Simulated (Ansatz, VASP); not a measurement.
# AgI2 in VASP and in Ansatz

File INCAR:

```
ALGO = Normal
EDIFF = 1E-6
ENCUT = 520
GGA = PS
ISIF = 2
ISMEAR = 0
LASPH = True
LCHARG = True
LELF = True
LREAL = False
LVHAR = True
LWAVE = False
NBANDS = 20
NELM = 100
PREC = Accurate
SIGMA = 0.15
```

The input KPOINTS:

```
k-points
0
Gamma
  12 12 8
```

Contents of POSCAR:

```
AgI2
1.0
    4.0626997374      0.0000000000      0.0000000000
    0.0000000000      4.0626997374      0.0000000000
    0.0000000000      0.0000000000      6.1833107441
Ag I
1 2
Direct
    0.0000000000      0.0000000000      0.5000000000
    0.5000000000      0.0000000000      0.7910272650
    0.0000000000      0.5000000000      0.2089727350
```

Input for Ansatz:

```yaml
crystal:
  lattice:
    - [4.0626997374, 0.0, 0.0]
    - [0.0, 4.0626997374, 0.0]
    - [0.0, 0.0, 6.1833107441]
  atoms:
    - { symbol: Ag, position: [0.0, 0.0, 0.5] }
    - { symbol: I, position: [0.5, 0.0, 0.791027265] }
    - { symbol: I, position: [0.0, 0.5, 0.208972735] }
basis:
  ecutwfc: 420
kpoints:
  mp_grid: { grid: [12, 12, 8] }
hamiltonian:
  xc: pbesol
scf:
  occupations: { method: gaussian, width: 0.15 }
output:
  forces: true
  stress: true
  eigenvalues: true
  write_density: true
  write_potential: true
  elf: true
  volumetric_format: npy
```

Alike in both runs: task single point; functional PBEsol; k mesh 12 × 12 × 8; occupations gaussian, width 0.15 eV; no spin polarisation.

```csv
,VASP,Ansatz
version,VASP 6.6.1,Ansatz 0.2.0
potentials or method,"VASP PAW PBE potentials, release 64 (Ag, I), cutoff 520 eV","scalar-relativistic, plane waves, PAW"
valence electrons in the cell,25,53
```

|  | VASP | Ansatz | Ansatz less VASP |
| --- | --- | --- | --- |
| gap on the k mesh at the Fermi level (eV) | none | none | - |
| pressure (GPa) | 0.0 | 0.0 | +0.03 |
| rms of the force components (eV/Å) | 0.004 | 0.001 | -0.0024 |

VASP's potentials were made for PBE, not for PBEsol. Atom by atom the forces differ by 0.002 eV/Å (rms over components). A gap of «none» marks a metal or a gap that the smearing closes. With one functional, cell and mesh, what is left measures potentials, basis and numerics. VASP's potentials hold 25 valence electrons a cell and Ansatz's 53, so a difference there can come from the potentials and not from the codes.

Spin-orbit coupling is off throughout.
